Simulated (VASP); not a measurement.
Runs of VASP 6.6.1 on BaTa2. The structure is that of space group Fm-3m (No. 225), or close to it. The cells are those of the table. 

| task | cell | k mesh | cutoff (eV) | gap on the mesh (eV) | pressure (GPa) | relaxed volume (Å³/atom) |
| --- | --- | --- | --- | --- | --- | --- |
| single point | a = 4.731 Å, angles 60.0°, 3 atoms | 12 × 12 × 12 | 520 | none | (b) | - |
| relaxation of cell and atoms | relaxed from a = 4.615 Å, angles 60.0°, 3 atoms | 4 × 4 × 4 | 600 | none | 0.0 | 25.81 |
| relaxation of cell and atoms | relaxed from a = 4.721 Å, angles 60.0°, 3 atoms | 12 × 12 × 12 | 600 | none | 0.0 | 25.98 |
| single point | a = 4.721 Å, angles 60.0°, 3 atoms | 4 × 4 × 4 | 520 | none | 2.8 | - |
| single point | a = 4.615 Å, angles 60.0°, 3 atoms | 6 × 6 × 6 | 520 | none | (a) | - |

Alike in all rows: level PBE; potentials or basis VASP PAW PBE potentials, release 64 (Ba_sv, Ta_pv); no spin polarisation; smearing gaussian 0.1 eV.

**Question.** Estimate the missing entries.

**Answer.** (a) 9.4; (b) 2.7.

Caveats: some runs use coarse meshes; spin-orbit coupling is left out, which moves the levels of the heavy elements.

A k mesh can miss the band edges, and the runs leave out spin-orbit coupling on Ba, Ta.

A gap of «none» marks levels without a gap at the run's occupations.
